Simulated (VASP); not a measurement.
Co, 2 atoms in the cell. It takes space group P-3m1 (No. 164, trigonal). The conventional cell has a = 2.487 Å, b = 2.487 Å, c = 4.063 Å, α = 90.00°, β = 90.00°, γ = 120.00°. Within 3.2 Å of Co (site symmetry 3m) lie 12 Co at 2.42 to 2.55 Å. 

```yaml
Program: VASP 6.6.1
Task: relaxation of cell and atoms
Functional: PBEsol
Potentials_or_basis: VASP PAW PBE potentials, release 64 (Co)
Cutoff: 600 eV
k_mesh: 9 × 9 × 5
Occupations: fermi-dirac, width 0.05 eV
Spin: collinear spin, ferromagnetic start
Starting_moments: "[2.0, 2.0] μB"
Target_pressure: 30 GPa
Dipole_correction: no
Further_INCAR_settings: ALGO = Normal; EDIFF = 1e-07; IBRION = 2; EDIFFG = -0.02; NSW = 80; ISIF = 3
```

Potentials or basis: VASP PAW PBE potentials, release 64 (Co).

Run with:

```bash
$ cat potpaw_PBE.64/Co/POTCAR > POTCAR
$ mpirun -np 1 vasp_std > vasp.out
```

Hardware: 1 thread of Intel(R) Xeon(R) Platinum 8259CL CPU @ 2.50GHz (Skylake/Cascade Lake) (shared host).

**Question.** How long does it take, and how much memory?

**Answer.** Wall time 4.7 min on 1 thread of Intel(R) Xeon(R) Platinum 8259CL CPU @ 2.50GHz (Skylake/Cascade Lake) (shared host), peak memory 0.18 GiB. Counts: scf iterations 106, k points 50, ion steps 11.
